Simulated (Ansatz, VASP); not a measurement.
One calculation of AlPt, two programs

The input INCAR:

```
SYSTEM = AlPt
PREC     = Accurate       ! precision mode
ENCUT    = 520            ! plane-wave cutoff, eV
EDIFF    = 1E-6           ! SCF threshold, eV
ISMEAR   = 0              ! smearing method
SIGMA    = 0.15           ! smearing width, eV
LREAL    = .False.        ! projectors in reciprocal space
LASPH    = .True.         ! aspherical terms in the spheres
NELM     = 60             ! most SCF steps
ALGO     = Normal         ! electronic algorithm
ISIF     = 2              ! what is computed and relaxed
LWAVE    = .False.        ! write WAVECAR
LCHARG   = .False.        ! write CHGCAR
GGA      = PS             ! functional
NBANDS   = 14             ! bands
```

The input KPOINTS:

```
Automatic mesh
0
Gamma
  16 16 16
  0 0 0
```

The input POSCAR:

```
AlPt
1.0
    2.9369687000      0.0000000000      0.0000000000
    0.0000000000      2.9369687000      0.0000000000
    0.0000000000      0.0000000000      2.9369687000
Al Pt
1 1
Direct
    0.0000000000      0.0000000000      0.0000000000
    0.5000000000      0.5000000000      0.5000000000
```

Input for Ansatz:

```yaml
crystal:
  lattice:
    - [2.9369687, 0.0, 0.0]
    - [0.0, 2.9369687, 0.0]
    - [0.0, 0.0, 2.9369687]
  atoms:
    - { symbol: Al, position: [0.0, 0.0, 0.0] }
    - { symbol: Pt, position: [0.5, 0.5, 0.5] }
basis:
  ecutwfc: 420
kpoints:
  mp_grid: { grid: [16, 16, 16] }
hamiltonian:
  xc: pbesol
scf:
  occupations: { method: gaussian, width: 0.15 }
output:
  forces: true
  stress: true
  eigenvalues: true
```

Change from the starting cell: strain -0.050 along x and y, -0.050 along z, atoms carried along.

Alike in both runs: task single point; functional PBEsol; k mesh 16 × 16 × 16; occupations gaussian, width 0.15 eV; no spin polarisation.

```csv
,VASP,Ansatz
version,VASP 6.6.1,Ansatz 0.2.0
potentials or method,"VASP PAW PBE potentials, release 64 (Al, Pt), cutoff 520 eV","scalar-relativistic, plane waves, PAW"
valence electrons in the cell,13,21
```

|  | VASP | Ansatz | Ansatz less VASP |
| --- | --- | --- | --- |
| gap on the k mesh at the Fermi level (eV) | none | none | - |
| pressure (GPa) | 33.3 | 33.1 | -0.18 |

VASP's potentials were made for PBE, not for PBEsol. A gap of «none» marks a metal or a gap that the smearing closes. Both programs put the cell under a high pressure, so it lies far from rest at this level. With one functional, cell and mesh, what is left measures potentials, basis and numerics. VASP's potentials hold 13 valence electrons a cell and Ansatz's 21, so a difference there can come from the potentials and not from the codes.

Spin-orbit coupling is off throughout.
